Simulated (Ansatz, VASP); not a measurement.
CuI: VASP beside Ansatz

Contents of POSCAR:

```
CuI
1.0
    0.0000000000      3.0120291112      3.0120291112
    3.0120291112      0.0000000000      3.0120291112
    3.0120291112      3.0120291112      0.0000000000
Cu I
1 1
Direct
    0.0000000000      0.0000000000      0.0000000000
    0.2500000000      0.2500000000      0.2500000000
```

Contents of INCAR.step1:

```
SYSTEM = CuI
PREC = Accurate
ENCUT = 520
EDIFF = 1E-5
ISMEAR = 0
SIGMA = 0.01
LREAL = .FALSE.
LASPH = .TRUE.
NELM = 80
ALGO = Normal
ISIF = 2
LWAVE = .TRUE.
LCHARG = .FALSE.
NBANDS = 16
GGA = PE
```

Contents of INCAR.step2:

```
SYSTEM = CuI
PREC = Accurate
ENCUT = 520
EDIFF = 1E-6
ISMEAR = 0
SIGMA = 0.01
LREAL = .FALSE.
LASPH = .TRUE.
NELM = 80
ALGO = Normal
ISIF = 2
LWAVE = .FALSE.
LCHARG = .FALSE.
GGA = PE
LHFCALC = .TRUE.
AEXX = 0.35
HFSCREEN = 0.2078
PRECFOCK = Normal
NBANDS = 16
ISTART = 1
```

File KPOINTS:

```
regular mesh
0
G
  4 4 4
  0 0 0
```

Input for Ansatz:

```yaml
crystal:
  lattice:
    - [0.0, 3.0120291112, 3.0120291112]
    - [3.0120291112, 0.0, 3.0120291112]
    - [3.0120291112, 3.0120291112, 0.0]
  atoms:
    - { symbol: Cu, position: [0.0, 0.0, 0.0] }
    - { symbol: I, position: [0.25, 0.25, 0.25] }
kpoints:
  mp_grid: { grid: [4, 4, 4] }
hamiltonian:
  xc:
    exchange: pbe
    correlation: pbe
    exx: { coeff: 0.35, omega: 0.2078 }
scf:
  occupations: { method: fixed }
  n_extra_bands: 4
output:
  forces: true
  stress: true
  eigenvalues: true
```

Alike in both runs: task single point; functional PBE-based screened hybrid with a share of 0.35 of exact exchange and HFSCREEN = 0.2078; k mesh 4 × 4 × 4; no spin polarisation.

|  | VASP | Ansatz |
| --- | --- | --- |
| version | VASP 6.6.1 | Ansatz 0.2.0 |
| potentials or method | VASP PAW PBE potentials, release 64 (Cu, I) | plane waves |
| plane-wave cutoff (eV) | 520 | 420 |
| occupations | gaussian, width 0.01 eV | fixed |
| valence electrons in the cell | 18 | 36 |

Ansatz gave:

- gap on the k mesh at the Fermi level (eV): 3.29
- pressure (GPa): 1.8

Estimate VASP's values.

gap on the k mesh at the Fermi level (eV): 3.21; pressure (GPa): 1.6.

VASP's potentials were made for PBE, not for PBE-based screened hybrid. VASP's potentials hold 18 valence electrons a cell and Ansatz's 36, so a difference there can come from the potentials and not from the codes. Ansatz's warnings: stress exchange threshold loose, stress scf threshold loose.

The k mesh is coarse, so the values compare programs but aren't converged. Spin-orbit coupling is off throughout.
